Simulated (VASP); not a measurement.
Wanted: the native input for a VASP 6.6.1 run.

| Item | Value |
| --- | --- |
| Task | single point |
| Functional | LDA |
| Potentials or basis | VASP PAW LDA potentials, release 64 (Li_sv, Cl) |
| Cutoff | 520 eV |
| k mesh | 4 × 4 × 4 |
| Occupations | gaussian, width 0.02 eV |
| Spin | no spin polarisation |
| Dipole correction | no |
| Further INCAR settings | ALGO = Normal; EDIFF = 1e-06; NBANDS = 36 |

The structure of LiCl lies in POSCAR:

```
LiCl
1.0
   -3.7489058348      3.7489058348      4.9064479682
    3.7489058348     -3.7489058348      4.9064479682
    3.7489058348      3.7489058348     -4.9064479682
Li Cl
5 5
Direct
    0.1742358371      0.4318291450      0.0000000000
    0.5681708550      0.5681708550      0.7424066922
    0.0000000000      0.0000000000      0.0000000000
    0.8257641629      0.8257641629      0.2575933078
    0.4318291450      0.1742358371      0.0000000000
    0.3318913001      0.3318913001      0.3105797654
    0.9786884653      0.6681086999      0.0000000000
    0.6681086999      0.9786884653      0.0000000000
    0.0213115347      0.0213115347      0.6894202346
    0.5000000000      0.5000000000      0.0000000000
```

One way to write it, as run:

INCAR

```
SYSTEM = LiCl
PREC     = Accurate       ! precision mode
ENCUT    = 520            ! plane-wave cutoff, eV
EDIFF    = 1E-6           ! SCF threshold, eV
ISMEAR   = 0              ! smearing method
SIGMA    = 0.02           ! smearing width, eV
LREAL    = .FALSE.        ! projectors in reciprocal space
LASPH    = .TRUE.         ! aspherical terms in the spheres
NELM     = 60             ! most SCF steps
ALGO     = Normal         ! electronic algorithm
ISIF     = 2              ! what is computed and relaxed
LWAVE    = .FALSE.        ! write WAVECAR
LCHARG   = .FALSE.        ! write CHGCAR
GGA      = CA             ! functional
NBANDS   = 36             ! bands
```

KPOINTS

```
Automatic mesh
0
G
  4 4 4
  0 0 0
```

Potentials or basis: VASP PAW LDA potentials, release 64 (Li_sv, Cl).

The run is started by

```sh
$ cat potpaw_LDA.64/Li_sv/POTCAR potpaw_LDA.64/Cl/POTCAR > POTCAR
$ mpirun -np 1 vasp_std > vasp.out
```

Results of the run:

```yaml
Largest_force: 0.174 eV/Å
Band_gap_on_the_k_mesh: 5.29 eV (least direct gap 5.30 eV)
```

Wall time 2.2 min on 1 thread of Intel(R) Xeon(R) Platinum 8488C (Sapphire Rapids), on a shared host, peak memory 0.34 GiB.
